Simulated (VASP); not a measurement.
# NbH2 (Fm-3m) in VASP: a series of runs

The runs below take NbH2 through electric field gradients, with LDA.

Everything below comes from runs of VASP 6.6.1. Logs are shortened: lines on timing, memory, paths and dates and some standing lists are left out, and cuts for length are marked.

## 1. The cell of the first run

It takes space group Fm-3m (No. 225, cubic). The conventional cell has a = 4.548 Å, b = 4.548 Å, c = 4.548 Å, α = 90.00°, β = 90.00°, γ = 90.00°. Within 2.6 Å of Nb (site symmetry m-3m) lie 8 H at 1.97 Å. H (site symmetry -43m) has 4 Nb at 1.97 Å and 6 H at 2.27 Å within 2.6 Å.

## 2. Electric field gradients, LDA (volume scaled by 0.99)

INCAR

```
PREC     = Accurate       # precision mode
ENCUT    = 520            # plane-wave cutoff, eV
EDIFF    = 1E-8           # SCF threshold, eV
ISMEAR   = -1             # smearing method
SIGMA    = 0.03           # smearing width, eV
LREAL    = F              # projectors in reciprocal space
LASPH    = T              # aspherical terms in the spheres
NELM     = 80             # most SCF steps
ALGO     = Normal         # electronic algorithm
ISIF     = 2              # what is computed and relaxed
LWAVE    = F              # write WAVECAR
LCHARG   = F              # write CHGCAR
GGA      = CA             # functional
LEFG     = T            
NBANDS   = 14             # bands
```

KPOINTS

```
regular mesh
0
Gamma
  15 15 15
```

POSCAR

```
NbH2
1.0
    0.0000000000      2.2738695082      2.2738695082
    2.2738695082      0.0000000000      2.2738695082
    2.2738695082      2.2738695082      0.0000000000
Nb H
1 2
Direct
    0.0000000000      0.0000000000      0.0000000000
    0.2500000000      0.2500000000      0.2500000000
    0.7500000000      0.7500000000      0.7500000000
```

Potentials or basis: VASP PAW LDA potentials, release 64 (Nb_sv, H).

The run is started by

```
cat potpaw_LDA.64/Nb_sv/POTCAR potpaw_LDA.64/H/POTCAR > POTCAR
mpirun -np 1 vasp_std > vasp.out
```

OUTCAR:

```text
PREC = Accurate
   ENCUT = 520
   EDIFF = 1E-8
   ISMEAR = -1
   LREAL = F
   LASPH = T
   NELM = 80
   ISIF = 2
   GGA = CA

 ion  position               nearest neighbor table
   1  0.000  0.000  0.000-
   2  0.250  0.250  0.250-
   3  0.750  0.750  0.750-

  LATTYP: Found a face centered cubic cell.
 ALAT       =     4.5477390164

  Lattice vectors:

 A1 = (   0.0000000000,   2.2738695082,   2.2738695082)
 A2 = (   2.2738695082,   0.0000000000,   2.2738695082)
 A3 = (   2.2738695082,   2.2738695082,   0.0000000000)

Analysis of symmetry for initial positions (statically):
=====================================================================
 Subroutine PRICEL returns:
 Original cell was already a primitive cell.

 Routine SETGRP: Setting up the symmetry group for a
 face centered cubic supercell.

 Subroutine GETGRP returns: Found 48 space group operations
 (whereof 48 operations were pure point group operations)
 out of a pool of 48 trial point group operations.

The static configuration has the point symmetry O_h .

Analysis of symmetry for dynamics (positions and initial velocities):
=====================================================================
 Subroutine PRICEL returns:
 Original cell was already a primitive cell.

 Routine SETGRP: Setting up the symmetry group for a
 face centered cubic supercell.

 Subroutine GETGRP returns: Found 48 space group operations
 (whereof 48 operations were pure point group operations)
 out of a pool of 48 trial point group operations.

The dynamic configuration has the point symmetry O_h .

 Subroutine INISYM returns: Found 48 space group operations
 (whereof 48 operations are pure point group operations),
 and found     1 'primitive' translations

----------------------------------------------------------------------------------------

                                     Primitive cell

  volume of cell :      23.5140

  direct lattice vectors                    reciprocal lattice vectors
     0.000000000  2.273869508  2.273869508    -0.219889487  0.219889487  0.219889487
     2.273869508  0.000000000  2.273869508     0.219889487 -0.219889487  0.219889487
     2.273869508  2.273869508  0.000000000     0.219889487  0.219889487 -0.219889487

  length of vectors
     3.215737098  3.215737098  3.215737098     0.380859764  0.380859764  0.380859764

  position of ions in fractional coordinates (direct lattice)
     0.000000000  0.000000000  0.000000000
     0.250000000  0.250000000  0.250000000
     0.750000000  0.750000000  0.750000000

  ion indices of the primitive-cell ions
   primitive index   ion index
                 1           1
                 2           2
                 3           3

----------------------------------------------------------------------------------------

 KPOINTS: regular mesh

Automatic generation of k-mesh.
 Grid dimensions read from file:
 generate k-points for:   15   15   15

 Generating k-lattice:

  Cartesian coordinates                     Fractional coordinates (reciprocal lattice)
    -0.014659299  0.014659299  0.014659299     0.066666667  0.000000000  0.000000000
     0.014659299 -0.014659299  0.014659299     0.000000000  0.066666667  0.000000000
     0.014659299  0.014659299 -0.014659299     0.000000000  0.000000000  0.066666667

  Length of vectors
     0.025390651  0.025390651  0.025390651

  Shift w.r.t. Gamma in fractional coordinates (k-lattice)
     0.000000000  0.000000000  0.000000000

 Subroutine IBZKPT returns following result:
 ===========================================

 Found    120 irreducible k-points:

 Following reciprocal coordinates:
[... 35 lines left out ...]
   PREC   = accura    normal or accurate (medium, high low for compatibility)
   ISTART =      0    job   : 0-new  1-cont  2-samecut
   ICHARG =      2    charge: 1-file 2-atom 10-const
   ISPIN  =      1    spin polarized calculation?
   LNONCOLLINEAR =      F non collinear calculations
   LSORBIT =      F    spin-orbit coupling
   LASPH  =      T    aspherical Exc in radial PAW
   ENCUT  =  520.0 eV  38.22 Ry    6.18 a.u.   5.98  5.98  5.98*2*pi/ulx,y,z
   NELM   =     80;   NELMIN=  2; NELMDL= -5     # of ELM steps
   EDIFF  = 0.1E-07   stopping-criterion for ELM
   LREAL  =      F    real-space projection
   EDIFFG = 0.1E-06   stopping-criterion for IOM
   NSW    =      0    number of steps for IOM
   IBRION =     -1    ionic relax: 0-MD 1-quasi-New 2-CG
   NFREE  =      0    steps in history (QN), initial steepest desc. (CG)
   ISIF   =      2    stress and relaxation
   ISYM   =      2    0-nonsym 1-usesym 2-fastsym
   POTIM  = 0.5000    time-step for ionic-motion
   TEBEG  =    0.0;   TEEND  =   0.0 temperature during run
   PSTRESS=    0.0 pullay stress
   NELECT =      15.0000    total number of electrons
   NUPDOWN=      -1.0000    fix difference up-down
   EMIN   =  10.00;   EMAX   =-10.00  energy-range for DOS
   EFERMI =   0.00;   METHOD = LEGACY
   ISMEAR =    -1;   SIGMA  =   0.03  broadening in eV -4-tet -1-fermi 0-gaus
   EFERMI_NEDOS =   21; number of points for ismear=-14 and -15
   IALGO  =     38    algorithm
   IMIX   =      4    mixing-type and parameters
     AMIX     =   0.40;   BMIX     =  1.00
     AMIX_MAG =   1.60;   BMIX_MAG =  1.00
  volume/ion in A,a.u.               =       7.84        52.89
  Fermi-wavevector in a.u.,A,eV,Ry     =   1.409277  2.663147 27.022011  1.986062
  Thomas-Fermi vector in A             =   2.531349
   LORBIT       =      0    0 simple, 1 ext, 2 COOP (PROOUT), +10 PAW based schemes
   GGA     = CA    functional components
   LHFCALC =     F    Hartree Fock is set to
   AEXX    =    0.0000 exact exchange contribution
   IVDW    =     0    specifies the selected vdW correction
   LEPSILON=     F    determine dielectric tensor
   LRPA    =     F    only Hartree local field effects (RPA)
 non-spin polarized calculation
  energy-cutoff  :      520.00
  volume of cell :       23.51
 maximum number of plane-waves:       644
   NGX = 11   NGY = 11   NGZ = 11

 number of electron      14.9999999 magnetization

 Free energy of the ion-electron system (eV)
  ---------------------------------------------------
  ext. energy  EPLUGINS =         0.00000000
  ---------------------------------------------------
  free energy    TOTEN  =       -19.26894884 eV

  energy without entropy =      -19.26575261  energy(sigma->0) =      -19.26735073

 E-fermi :   9.8993     XC(G=0): -12.2902

 val. band max:        9.8944230219   @ k =  -0.4667   0.2667   0.1333
 cond. band min:       9.9008196263   @ k =  -0.4000   0.2667   0.0667
 fundamental gap:      0.0063966044
 Fermi energy:         9.8993478013

 k-point     1 :       0.0000    0.0000    0.0000
  band No.  band energies     occupation
      1     -45.1786      2.00000
      2     -21.1049      2.00000
      3     -21.1049      2.00000
      4     -21.1049      2.00000
      5      -0.7722      2.00000
      6       8.5118      2.00000
      7       8.5118      2.00000
      8       8.5118      2.00000
      9       8.8879      2.00000
     10      11.1659      0.00000
     11      11.1659      0.00000
     12      22.3825      0.00000
     13      23.2909      0.00000
     14      23.2909      0.00000
[... 377 lines left out ...]
      1     -45.1465      2.00000
      2     -21.3174      2.00000
      3     -21.1656      2.00000
      4     -21.1612      2.00000
      5       0.2877      2.00000
      6       5.1732      2.00000
      7       9.0944      2.00000
      8       9.1420      2.00000
      9      10.0350      0.02150
     10      11.4929      0.00000
     11      13.3771      0.00000
     12      19.6814      0.00000
     13      23.5959      0.00000
     14      23.7685      0.00000

 [... further k-points ...]

------------------------ aborting loop because EDIFF is reached ----------------------------------------

  FORCE on cell =-STRESS in cart. coord.  units (eV):
  Direction    XX          YY          ZZ          XY          YZ          ZX
  --------------------------------------------------------------------------------------
  -------------------------------------------------------------------------------------
  Total       -0.9718465     -0.9718465     -0.9718465      0.0000000      0.0000000      0.0000000
  in kB      -66.2188527    -66.2188527    -66.2188527      0.0000000      0.0000000      0.0000000
  external PRESSURE =     -66.2188527 kB  Pullay stress =       0.0000000 kB

 VOLUME and BASIS-vectors are now :
 -----------------------------------------------------------------------------
  energy-cutoff  :      520.00
  volume of cell :       23.51
      direct lattice vectors                 reciprocal lattice vectors
     0.000000000  2.273869508  2.273869508    -0.219889487  0.219889487  0.219889487
     2.273869508  0.000000000  2.273869508     0.219889487 -0.219889487  0.219889487
     2.273869508  2.273869508  0.000000000     0.219889487  0.219889487 -0.219889487

 POSITION                                       TOTAL-FORCE (eV/Angst)
 -----------------------------------------------------------------------------------
      0.00000      0.00000      0.00000        -0.000000     -0.000000     -0.000000
      1.13693      1.13693      1.13693         0.000000      0.000000      0.000000
      3.41080      3.41080      3.41080        -0.000000     -0.000000     -0.000000
 -----------------------------------------------------------------------------------
    total drift:                               -0.000000      0.000000      0.000000

  FREE ENERGIE OF THE ION-ELECTRON SYSTEM (eV)
  ---------------------------------------------------
  free  energy   TOTEN  =       -19.2689488444 eV

  energy  without entropy=      -19.2657526069  energy(sigma->0) =      -19.26735073

 Electric field gradients (V/A^2)
---------------------------------------------------------------------
 ion       V_xx      V_yy      V_zz      V_xy      V_xz      V_yz
---------------------------------------------------------------------
   1      -0.000    -0.000    -0.000    -0.000    -0.000    -0.000
   2       0.000     0.000    -0.000    -0.001    -0.001    -0.001
   3      -0.000    -0.000    -0.000    -0.001    -0.001    -0.001
---------------------------------------------------------------------

 Electric field gradients after diagonalization (V/A^2)
 (convention: |V_zz| > |V_xx| > |V_yy|)
----------------------------------------------------------------------
 ion       V_xx      V_yy      V_zz     asymmetry (V_yy - V_xx)/ V_zz
----------------------------------------------------------------------
   1       0.000     0.000    -0.001       0.000
   2       0.001     0.001    -0.003       0.000
   3       0.001     0.001    -0.003       0.000
----------------------------------------------------------------------

           NMR quadrupolar parameters

 Cq : quadrupolar parameter    Cq=e*Q*V_zz/h
 eta: asymmetry parameters     (V_yy - V_xx)/ V_zz
 Q  : nuclear electric quadrupole moment in mb (millibarn)
----------------------------------------------------------------------
 ion       Cq(MHz)       eta       Q (mb)
----------------------------------------------------------------------
   1      -0.000       0.000       1.000
   2      -0.000       0.000       1.000
   3      -0.000       0.000       1.000
----------------------------------------------------------------------
```

Run time: 41 s. Hardware: 1 thread of AMD EPYC 7R13 (Zen 3), shared host; peak memory 0.12 GiB.

Results:

```yaml
Free_energy: -19.2689 eV
Pressure: -6.6 GPa
```

Levels at points of the mesh, in eV from the Fermi level:
| k point | band 4 | band 5 | band 6 | band 7 | band 8 | band 9 | band 10 | band 11 | band 12 | band 13 |
| --- | --- | --- | --- | --- | --- | --- | --- | --- | --- | --- |
| (0.00, 0.00, 0.00) | -31.00 | -10.67 | -1.39 | -1.39 | -1.39 | -1.01 | 1.27 | 1.27 | 12.48 | 13.39 |

Caveat: without QUAD_EFG the Cq values of the log hold for a quadrupole moment of 1 mb, not for the nuclei.

## 3. Electric field gradients, LDA (volume scaled by 1.02)

INCAR

```
SYSTEM = NbH2
PREC = Accurate
ENCUT = 520
EDIFF = 1E-8
ISMEAR = -1
SIGMA = 0.03
LREAL = .False.
LASPH = .True.
NELM = 60
ALGO = Normal
ISIF = 2
LWAVE = .False.
LCHARG = .False.
LEFG = .True.
NBANDS = 14
```

KPOINTS

```
regular mesh
0
Gamma
  15 15 15
  0 0 0
```

POSCAR

```
NbH2
1.0
    0.0000000000      2.2966097119      2.2966097119
    2.2966097119      0.0000000000      2.2966097119
    2.2966097119      2.2966097119      0.0000000000
Nb H
1 2
Direct
    0.0000000000      0.0000000000      0.0000000000
    0.2500000000      0.2500000000      0.2500000000
    0.7500000000      0.7500000000      0.7500000000
```

Potentials or basis: VASP PAW LDA potentials, release 64 (Nb_sv, H).

The run is started by

```
cat potpaw_LDA.64/Nb_sv/POTCAR potpaw_LDA.64/H/POTCAR > POTCAR
mpirun -np 1 vasp_std > vasp.out
```

OUTCAR:

```text
SYSTEM = NbH2
   PREC = Accurate
   ENCUT = 520
   EDIFF = 1E-8
   ISMEAR = -1
   LREAL = .False.
   LASPH = .True.
   NELM = 60
   ISIF = 2

 ion  position               nearest neighbor table
   1  0.000  0.000  0.000-
   2  0.250  0.250  0.250-
   3  0.750  0.750  0.750-

  LATTYP: Found a face centered cubic cell.
 ALAT       =     4.5932194238

  Lattice vectors:

 A1 = (   0.0000000000,   2.2966097119,   2.2966097119)
 A2 = (   2.2966097119,   0.0000000000,   2.2966097119)
 A3 = (   2.2966097119,   2.2966097119,   0.0000000000)

Analysis of symmetry for initial positions (statically):
=====================================================================
 Subroutine PRICEL returns:
 Original cell was already a primitive cell.

 Routine SETGRP: Setting up the symmetry group for a
[... 601 lines left out ...]
     0.000000000  2.296609712  2.296609712    -0.217712221  0.217712221  0.217712221
     2.296609712  0.000000000  2.296609712     0.217712221 -0.217712221  0.217712221
     2.296609712  2.296609712  0.000000000     0.217712221  0.217712221 -0.217712221

 POSITION                                       TOTAL-FORCE (eV/Angst)
 -----------------------------------------------------------------------------------
      0.00000      0.00000      0.00000         0.000000      0.000000      0.000000
      1.14830      1.14830      1.14830         0.000000      0.000000     -0.000000
      3.44491      3.44491      3.44491        -0.000000     -0.000000      0.000000
 -----------------------------------------------------------------------------------
    total drift:                               -0.000000      0.000000      0.000000

  FREE ENERGIE OF THE ION-ELECTRON SYSTEM (eV)
  ---------------------------------------------------
  free  energy   TOTEN  =       -19.2294913295 eV

  energy  without entropy=      -19.2262239519  energy(sigma->0) =      -19.22785764

 Electric field gradients (V/A^2)
---------------------------------------------------------------------
 ion       V_xx      V_yy      V_zz      V_xy      V_xz      V_yz
---------------------------------------------------------------------
   1       0.000    -0.000    -0.000    -0.000    -0.000    -0.000
   2      -0.000    -0.000     0.000    -0.001    -0.001    -0.001
   3      -0.000    -0.000     0.000    -0.001    -0.001    -0.001
---------------------------------------------------------------------

 Electric field gradients after diagonalization (V/A^2)
 (convention: |V_zz| > |V_xx| > |V_yy|)
----------------------------------------------------------------------
 ion       V_xx      V_yy      V_zz     asymmetry (V_yy - V_xx)/ V_zz
----------------------------------------------------------------------
   1       0.000     0.000    -0.001       0.000
   2       0.001     0.001    -0.003       0.000
   3       0.001     0.001    -0.003       0.000
----------------------------------------------------------------------

           NMR quadrupolar parameters

 Cq : quadrupolar parameter    Cq=e*Q*V_zz/h
 eta: asymmetry parameters     (V_yy - V_xx)/ V_zz
 Q  : nuclear electric quadrupole moment in mb (millibarn)
----------------------------------------------------------------------
 ion       Cq(MHz)       eta       Q (mb)
----------------------------------------------------------------------
   1      -0.000       0.000       1.000
   2      -0.000       0.000       1.000
   3      -0.000       0.000       1.000
----------------------------------------------------------------------
```

stdout:

```text
POSCAR found type information on POSCAR NbH
 POSCAR found :  2 types and       3 ions
 scaLAPACK will be used
 LDA part: xc-table for (Slater(with rela. corr.)+CA(PZ))
 , standard interpolation
 POSCAR, INCAR and KPOINTS ok, starting setup
 FFT: planning ... GRIDC
 FFT: planning ... GRID_SOFT
 FFT: planning ... GRID
 WAVECAR not read
 entering main loop
ion   1

ion   2

ion   3
```

Wall time 35 s (1 thread of AMD EPYC 7R13 (Zen 3), shared host); peak memory 0.13 GiB.

Results:

| Property | Result |
| --- | --- |
| Free energy | -19.2295 eV |
| Pressure | -11.5 GPa |

Levels at points of the mesh, in eV from the Fermi level:
```
           k point  band 5  band 6  band 7  band 8  band 9  band 10  band 11  band 12
(0.00, 0.00, 0.00)  -10.51   -1.34   -1.34   -1.34   -0.97     1.21     1.21    12.30
```

Caveat: without QUAD_EFG the Cq values of the log hold for a quadrupole moment of 1 mb, not for the nuclei.

[end of part 1 of 2]
